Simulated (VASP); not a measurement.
Wanted: the native input for a VASP 6.6.1 run.

| Property | Result |
| --- | --- |
| Task | single point |
| Functional | LDA |
| Potentials or basis | VASP PAW LDA potentials, release 64 (Li_sv, Cl) |
| Cutoff | 520 eV |
| k mesh | 8 × 8 × 8 |
| Occupations | gaussian, width 0.02 eV |
| Spin | no spin polarisation |
| Dipole correction | no |
| Further INCAR settings | ALGO = Normal; EDIFF = 1e-07; NBANDS = 12 |

The structure of LiCl (kx) lies in POSCAR:

```
LiCl
1.0
    0.0000000000      2.5421223400      2.5421223400
    2.5421223400      0.0000000000      2.5421223400
    2.5421223400      2.5421223400      0.0000000000
Li Cl
1 1
Direct
    0.0000000000      0.0000000000      0.0000000000
    0.5000000000      0.5000000000      0.5000000000
```

These files were run (other wordings do the same):

INCAR

```
SYSTEM = LiCl
  ALGO = Normal
  EDIFF = 1E-7
  ENCUT = 520
  ISIF = 2
  ISMEAR = 0
  LASPH = .True.
  LCHARG = .True.
  LELF = .True.
  LREAL = .False.
  LVHAR = .True.
  LWAVE = .False.
  NBANDS = 12
  NELM = 80
  PREC = Accurate
  SIGMA = 0.02
```

KPOINTS

```
k-points
0
Gamma
  8 8 8
  0 0 0
```

Potentials or basis: VASP PAW LDA potentials, release 64 (Li_sv, Cl).

Run with:

```console
$ cat potpaw_LDA.64/Li_sv/POTCAR potpaw_LDA.64/Cl/POTCAR > POTCAR
$ mpirun -np 1 vasp_std > vasp.out
```

It gave:

The band gap on the k mesh is 6.16 eV, direct.

Wall time 9.5 s on 1 thread of Intel(R) Xeon(R) Platinum 8259CL CPU @ 2.50GHz (Skylake/Cascade Lake), with other jobs on the host, peak memory 0.13 GiB.
